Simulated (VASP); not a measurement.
# GaP (l.bA) (F-43m) in VASP: single point with LDA

Aim: the single point of GaP (l.bA) with LDA.

Everything below comes from runs of VASP 6.6.1. Logs are shortened: lines on timing, memory, paths and dates and some standing lists are left out, and cuts for length are marked.

**1. The cell of the first run**

It takes space group F-43m (No. 216, cubic). Conventional cell: a = 5.440 Å, b = 5.440 Å, c = 5.440 Å, α = 90.00°, β = 90.00°, γ = 90.00°. Within 3.1 Å of Ga (site symmetry -43m) lie 4 P at 2.36 Å. Within 3.1 Å of P (site symmetry -43m) lie 4 Ga at 2.36 Å.

**2. Single point, LDA**

INCAR reads:

```
PREC = Accurate
ENCUT = 500
EDIFF = 1E-6
ISMEAR = 0
SIGMA = 0.1
LREAL = F
LASPH = T
NELM = 120
ALGO = Normal
ISIF = 2
LWAVE = F
LCHARG = F
NBANDS = 16
GGA_COMPAT = F
```

KPOINTS reads:

```
Automatic mesh
0
Gamma
  6 6 6
```

POSCAR reads:

```
GaP
1.0
    0.0000000000      2.7200000000      2.7200000000
    2.7200000000      0.0000000000      2.7200000000
    2.7200000000      2.7200000000      0.0000000000
Ga P
1 1
Direct
    0.0000000000      0.0000000000      0.0000000000
    0.2500000000      0.2500000000      0.2500000000
```

Potentials or basis: VASP PAW LDA potentials, release 64 (Ga_d, P).

Run with:

```bash
> cat potpaw_LDA.64/Ga_d/POTCAR potpaw_LDA.64/P/POTCAR > POTCAR
> mpirun -np 1 vasp_std > vasp.out
```

OUTCAR:

```text
PREC = Accurate
   ENCUT = 500
   EDIFF = 1E-6
   ISMEAR = 0
   LREAL = F
   LASPH = T
   NELM = 120
   ISIF = 2

 ion  position               nearest neighbor table
   1  0.000  0.000  0.000-   2 2.36   2 2.36   2 2.36   2 2.36
   2  0.250  0.250  0.250-   1 2.36   1 2.36   1 2.36   1 2.36

  LATTYP: Found a face centered cubic cell.
 ALAT       =     5.4400000000

  Lattice vectors:

 A1 = (   0.0000000000,   2.7200000000,   2.7200000000)
 A2 = (   2.7200000000,   0.0000000000,   2.7200000000)
 A3 = (   2.7200000000,   2.7200000000,   0.0000000000)

Analysis of symmetry for initial positions (statically):
=====================================================================
 Subroutine PRICEL returns:
 Original cell was already a primitive cell.

 Routine SETGRP: Setting up the symmetry group for a
 face centered cubic supercell.

 Subroutine GETGRP returns: Found 24 space group operations
 (whereof 24 operations were pure point group operations)
 out of a pool of 48 trial point group operations.

The static configuration has the point symmetry T_d .

Analysis of symmetry for dynamics (positions and initial velocities):
=====================================================================
 Subroutine PRICEL returns:
 Original cell was already a primitive cell.

 Routine SETGRP: Setting up the symmetry group for a
 face centered cubic supercell.

 Subroutine GETGRP returns: Found 24 space group operations
 (whereof 24 operations were pure point group operations)
 out of a pool of 48 trial point group operations.

The dynamic configuration has the point symmetry T_d .

 Subroutine INISYM returns: Found 24 space group operations
 (whereof 24 operations are pure point group operations),
 and found     1 'primitive' translations

----------------------------------------------------------------------------------------

                                     Primitive cell

  volume of cell :      40.2473

  direct lattice vectors                    reciprocal lattice vectors
     0.000000000  2.720000000  2.720000000    -0.183823529  0.183823529  0.183823529
     2.720000000  0.000000000  2.720000000     0.183823529 -0.183823529  0.183823529
     2.720000000  2.720000000  0.000000000     0.183823529  0.183823529 -0.183823529

  length of vectors
     3.846660890  3.846660890  3.846660890     0.318391693  0.318391693  0.318391693

  position of ions in fractional coordinates (direct lattice)
     0.000000000  0.000000000  0.000000000
     0.250000000  0.250000000  0.250000000

  ion indices of the primitive-cell ions
   primitive index   ion index
                 1           1
                 2           2

----------------------------------------------------------------------------------------

 KPOINTS: Automatic mesh

Automatic generation of k-mesh.
 Grid dimensions read from file:
 generate k-points for:    6    6    6

 Generating k-lattice:

  Cartesian coordinates                     Fractional coordinates (reciprocal lattice)
    -0.030637255  0.030637255  0.030637255     0.166666667  0.000000000  0.000000000
     0.030637255 -0.030637255  0.030637255     0.000000000  0.166666667  0.000000000
     0.030637255  0.030637255 -0.030637255     0.000000000  0.000000000  0.166666667

  Length of vectors
     0.053065282  0.053065282  0.053065282

  Shift w.r.t. Gamma in fractional coordinates (k-lattice)
     0.000000000  0.000000000  0.000000000

 Subroutine IBZKPT returns following result:
 ===========================================

 Found     16 irreducible k-points:

 Following reciprocal coordinates:
            Coordinates               Weight
  0.000000  0.000000  0.000000      1.000000
  0.166667  0.000000  0.000000      8.000000
  0.333333  0.000000  0.000000      8.000000
  0.500000  0.000000  0.000000      4.000000
  0.166667  0.166667  0.000000      6.000000
  0.333333  0.166667  0.000000     24.000000
[... 8 lines left out ...]
 -0.333333  0.333333  0.166667     24.000000
 -0.333333  0.500000  0.166667     12.000000
   k-points           NKPTS =     16   k-points in BZ     NKDIM =     16   number of bands    NBANDS=     16
   number of dos      NEDOS =    301   number of ions     NIONS =      2
   total plane-waves  NPLWV =  21952
   dimension x,y,z NGX =    28 NGY =   28 NGZ =   28
   dimension x,y,z NGXF=    56 NGYF=   56 NGZF=   56
   ions per type =               1   1
   NGX,Y,Z   is equivalent  to a cutoff of  12.10, 12.10, 12.10 a.u.
   NGXF,Y,Z  is equivalent  to a cutoff of  24.20, 24.20, 24.20 a.u.
 SYSTEM =  unknown system
   PREC   = accura    normal or accurate (medium, high low for compatibility)
   ISTART =      0    job   : 0-new  1-cont  2-samecut
   ICHARG =      2    charge: 1-file 2-atom 10-const
   ISPIN  =      1    spin polarized calculation?
   LNONCOLLINEAR =      F non collinear calculations
   LSORBIT =      F    spin-orbit coupling
   LASPH  =      T    aspherical Exc in radial PAW
   ENCUT  =  500.0 eV  36.75 Ry    6.06 a.u.   7.01  7.01  7.01*2*pi/ulx,y,z
   NELM   =    120;   NELMIN=  2; NELMDL= -5     # of ELM steps
   EDIFF  = 0.1E-05   stopping-criterion for ELM
   LREAL  =      F    real-space projection
   EDIFFG = 0.1E-04   stopping-criterion for IOM
   NSW    =      0    number of steps for IOM
   IBRION =     -1    ionic relax: 0-MD 1-quasi-New 2-CG
   NFREE  =      0    steps in history (QN), initial steepest desc. (CG)
   ISIF   =      2    stress and relaxation
   ISYM   =      2    0-nonsym 1-usesym 2-fastsym
   POTIM  = 0.5000    time-step for ionic-motion
   TEBEG  =    0.0;   TEEND  =   0.0 temperature during run
   PSTRESS=    0.0 pullay stress
   NELECT =      18.0000    total number of electrons
   NUPDOWN=      -1.0000    fix difference up-down
   EMIN   =  10.00;   EMAX   =-10.00  energy-range for DOS
   EFERMI =   0.00;   METHOD = LEGACY
   ISMEAR =     0;   SIGMA  =   0.10  broadening in eV -4-tet -1-fermi 0-gaus
   EFERMI_NEDOS =   21; number of points for ismear=-14 and -15
   IALGO  =     38    algorithm
   IMIX   =      4    mixing-type and parameters
     AMIX     =   0.40;   BMIX     =  1.00
     AMIX_MAG =   1.60;   BMIX_MAG =  1.00
  volume/ion in A,a.u.               =      20.12       135.80
  Fermi-wavevector in a.u.,A,eV,Ry     =   1.251949  2.365841 21.325462  1.567377
  Thomas-Fermi vector in A             =   2.385873
   LORBIT       =      0    0 simple, 1 ext, 2 COOP (PROOUT), +10 PAW based schemes
   GGA     = CA    functional components
   LHFCALC =     F    Hartree Fock is set to
   AEXX    =    0.0000 exact exchange contribution
   IVDW    =     0    specifies the selected vdW correction
   LEPSILON=     F    determine dielectric tensor
   LRPA    =     F    only Hartree local field effects (RPA)
 non-spin polarized calculation
 Gauss-broadening in eV      SIGMA  =   0.10
  energy-cutoff  :      500.00
  volume of cell :       40.25
 maximum number of plane-waves:      1034
   NGX = 13   NGY = 13   NGZ = 13

 number of electron      18.0000015 magnetization

 Free energy of the ion-electron system (eV)
  ---------------------------------------------------
  ext. energy  EPLUGINS =         0.00000000
  ---------------------------------------------------
  free energy    TOTEN  =       -10.42827731 eV

  energy without entropy =      -10.42827731  energy(sigma->0) =      -10.42827731

 E-fermi :   5.0350     XC(G=0): -10.1882

 val. band max:        4.5718555257   @ k =   0.0000   0.0000   0.0000
 cond. band min:       6.0507940648   @ k =   0.5000   0.5000   0.0000
 fundamental gap:      1.4789385391
 Fermi energy:         5.0349703856

 k-point     1 :       0.0000    0.0000    0.0000
  band No.  band energies     occupation
      1     -10.1512      2.00000
      2     -10.1512      2.00000
      3     -10.1512      2.00000
      4     -10.0516      2.00000
      5     -10.0516      2.00000
      6      -7.9830      2.00000
[... 8 lines left out ...]
     15      14.3739      0.00000
     16      14.3739      0.00000

 k-point     2 :       0.1667    0.0000    0.0000
  band No.  band energies     occupation
      1     -10.1725      2.00000
      2     -10.1433      2.00000
      3     -10.1433      2.00000
      4     -10.0515      2.00000
      5     -10.0515      2.00000
      6      -7.6242      2.00000
[... 8 lines left out ...]
     15      13.4997      0.00000
     16      14.3739      0.00000

 k-point     3 :       0.3333    0.0000    0.0000
  band No.  band energies     occupation
      1     -10.2106      2.00000
      2     -10.1308      2.00000
      3     -10.1308      2.00000
      4     -10.0480      2.00000
      5     -10.0480      2.00000
      6      -6.6636      2.00000
[... 8 lines left out ...]
     15      14.1727      0.00000
     16      14.1727      0.00000

 k-point     4 :       0.5000    0.0000    0.0000
  band No.  band energies     occupation
      1     -10.2282      2.00000
      2     -10.1265      2.00000
      3     -10.1265      2.00000
      4     -10.0442      2.00000
      5     -10.0442      2.00000
      6      -5.8788      2.00000
[... 8 lines left out ...]
     15      16.2509      0.00000
     16      16.2509      0.00000

 k-point     5 :       0.1667    0.1667    0.0000
  band No.  band energies     occupation
      1     -10.1860      2.00000
      2     -10.1355      2.00000
      3     -10.1355      2.00000
      4     -10.0591      2.00000
      5     -10.0461      2.00000
      6      -7.5050      2.00000
[... 8 lines left out ...]
     15      14.8089      0.00000
     16      15.1975      0.00000

 k-point     6 :       0.3333    0.1667    0.0000
  band No.  band energies     occupation
      1     -10.2148      2.00000
      2     -10.1244      2.00000
      3     -10.1210      2.00000
      4     -10.0628      2.00000
      5     -10.0417      2.00000
      6      -6.7329      2.00000
[... 8 lines left out ...]
     15      15.2987      0.00000
     16      16.0327      0.00000

 k-point     7 :       0.5000    0.1667    0.0000
  band No.  band energies     occupation
      1     -10.2313      2.00000
      2     -10.1216      2.00000
      3     -10.1152      2.00000
      4     -10.0559      2.00000
      5     -10.0419      2.00000
      6      -5.7361      2.00000
[... 8 lines left out ...]
     15      16.2647      0.00000
     16      16.6950      0.00000

 k-point     8 :      -0.3333    0.1667    0.0000
  band No.  band energies     occupation
      1     -10.2240      2.00000
      2     -10.1237      2.00000
      3     -10.1199      2.00000
      4     -10.0506      2.00000
      5     -10.0484      2.00000
      6      -6.0308      2.00000
[... 8 lines left out ...]
     15      15.1901      0.00000
     16      16.9004      0.00000

 k-point     9 :      -0.1667    0.1667    0.0000
  band No.  band energies     occupation
      1     -10.1978      2.00000
      2     -10.1340      2.00000
      3     -10.1308      2.00000
      4     -10.0554      2.00000
      5     -10.0476      2.00000
      6      -7.0577      2.00000
[... 8 lines left out ...]
     15      14.7429      0.00000
     16      16.0117      0.00000

 k-point    10 :       0.3333    0.3333    0.0000
  band No.  band energies     occupation
      1     -10.2409      2.00000
      2     -10.1028      2.00000
      3     -10.1028      2.00000
      4     -10.0776      2.00000
      5     -10.0352      2.00000
      6      -6.1946      2.00000
[... 8 lines left out ...]
     15      16.0048      0.00000
     16      18.7965      0.00000

 k-point    11 :       0.5000    0.3333    0.0000
  band No.  band energies     occupation
      1     -10.2507      2.00000
      2     -10.1008      2.00000
      3     -10.0946      2.00000
      4     -10.0767      2.00000
      5     -10.0349      2.00000
      6      -5.3080      2.00000
[... 8 lines left out ...]
     15      16.4931      0.00000
     16      17.7621      0.00000

 k-point    12 :      -0.3333    0.3333    0.0000
  band No.  band energies     occupation
      1     -10.2395      2.00000
      2     -10.1131      2.00000
      3     -10.1013      2.00000
      4     -10.0628      2.00000
      5     -10.0447      2.00000
      6      -5.1988      2.00000
[... 8 lines left out ...]
     15      14.1073      0.00000
     16      19.4588      0.00000

 k-point    13 :       0.5000    0.5000    0.0000
  band No.  band energies     occupation
      1     -10.2642      2.00000
      2     -10.0879      2.00000
      3     -10.0858      2.00000
      4     -10.0858      2.00000
      5     -10.0297      2.00000
      6      -4.9509      2.00000
[... 8 lines left out ...]
     15      17.0181      0.00000
     16      17.5177      0.00000

 k-point    14 :       0.5000    0.3333    0.1667
  band No.  band energies     occupation
      1     -10.2332      2.00000
      2     -10.1171      2.00000
      3     -10.1056      2.00000
      4     -10.0660      2.00000
      5     -10.0407      2.00000
      6      -5.8724      2.00000
[... 8 lines left out ...]
     15      16.2835      0.00000
     16      17.7862      0.00000

 k-point    15 :      -0.3333    0.3333    0.1667
  band No.  band energies     occupation
      1     -10.2388      2.00000
      2     -10.1173      2.00000
      3     -10.0988      2.00000
      4     -10.0627      2.00000
      5     -10.0439      2.00000
      6      -5.1961      2.00000
[... 8 lines left out ...]
     15      16.9607      0.00000
     16      17.2764      0.00000

 k-point    16 :      -0.3333    0.5000    0.1667
  band No.  band energies     occupation
      1     -10.2498      2.00000
      2     -10.1058      2.00000
      3     -10.0909      2.00000
      4     -10.0726      2.00000
      5     -10.0383      2.00000
      6      -4.8784      2.00000
[... 8 lines left out ...]
     15      16.4538      0.00000
     16      18.1559      0.00000

------------------------ aborting loop because EDIFF is reached ----------------------------------------

  FORCE on cell =-STRESS in cart. coord.  units (eV):
  Direction    XX          YY          ZZ          XY          YZ          ZX
  --------------------------------------------------------------------------------------
  -------------------------------------------------------------------------------------
  Total       -0.5535524     -0.5535524     -0.5535524      0.0000000      0.0000000      0.0000000
  in kB      -22.0359917    -22.0359917    -22.0359917      0.0000000      0.0000000      0.0000000
  external PRESSURE =     -22.0359917 kB  Pullay stress =       0.0000000 kB

 VOLUME and BASIS-vectors are now :
 -----------------------------------------------------------------------------
  energy-cutoff  :      500.00
  volume of cell :       40.25
      direct lattice vectors                 reciprocal lattice vectors
     0.000000000  2.720000000  2.720000000    -0.183823529  0.183823529  0.183823529
     2.720000000  0.000000000  2.720000000     0.183823529 -0.183823529  0.183823529
     2.720000000  2.720000000  0.000000000     0.183823529  0.183823529 -0.183823529

 POSITION                                       TOTAL-FORCE (eV/Angst)
 -----------------------------------------------------------------------------------
      0.00000      0.00000      0.00000        -0.000000     -0.000000      0.000000
      1.36000      1.36000      1.36000         0.000000      0.000000     -0.000000
 -----------------------------------------------------------------------------------
    total drift:                                0.000001      0.000001      0.000001

  FREE ENERGIE OF THE ION-ELECTRON SYSTEM (eV)
  ---------------------------------------------------
  free  energy   TOTEN  =       -10.4282773144 eV

  energy  without entropy=      -10.4282773144  energy(sigma->0) =      -10.42827731
```

Wall time 5.5 s (1 thread of AMD EPYC 9R45 (Zen 5), shared host); peak memory 0.11 GiB.

What came out:

| Quantity | Value |
| --- | --- |
| Free energy | -10.4283 eV |
| Pressure | -2.2 GPa |
| Band gap on the k mesh | 1.48 eV, indirect (least direct gap 1.68 eV) |

Levels at points of the mesh, in eV from the valence-band top:
```csv
k point,band 5,band 6,band 7,band 8,band 9,band 10,band 11,band 12,band 13,band 14
"(0.00, 0.00, 0.00)",-14.62,-12.55,0.00,0.00,0.00,1.68,3.79,3.79,3.79,8.51
"(0.50, 0.00, 0.00)",-14.62,-10.45,-6.75,-1.14,-1.14,1.53,4.63,4.63,8.05,10.68
"(0.50, 0.50, 0.00)",-14.60,-9.52,-6.87,-2.73,-2.73,1.48,1.67,10.49,10.49,11.02
```
